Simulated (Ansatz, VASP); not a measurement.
## Te in VASP and in Ansatz

```
Te
1.0
    -1.88090    1.88090    1.88090
     1.88090   -1.88090    1.88090
     1.88090    1.88090   -1.88090
Te
1
Direct
  0.00000 0.00000 0.00000
```

Alike in both runs: task single point; functional LDA; k mesh 12 × 12 × 12; occupations fermi-dirac, width 0.1 eV; non-collinear spin, spin-orbit coupling.

|  | VASP | Ansatz |
| --- | --- | --- |
| version | VASP 6.6.1 | Ansatz 0.2.0 |
| potentials or method | VASP PAW LDA potentials, release 64 (Te), cutoff 520 eV | plane waves (420 eV) with PAW, fully relativistic with spin-orbit coupling |
| valence electrons in the cell | 6 | 16 |

|  | VASP | Ansatz | Ansatz less VASP |
| --- | --- | --- | --- |
| net moment per atom (μB) | 0.00 | 0.00 | 0.000 |

Ansatz warns that its potentials were made for another functional, while VASP's fit it. LDA's correlation is that of Perdew and Zunger in VASP and of Perdew and Wang (1992) in Ansatz. VASP's potentials hold 6 valence electrons a cell and Ansatz's 16, so a difference there can come from the potentials and not from the codes.
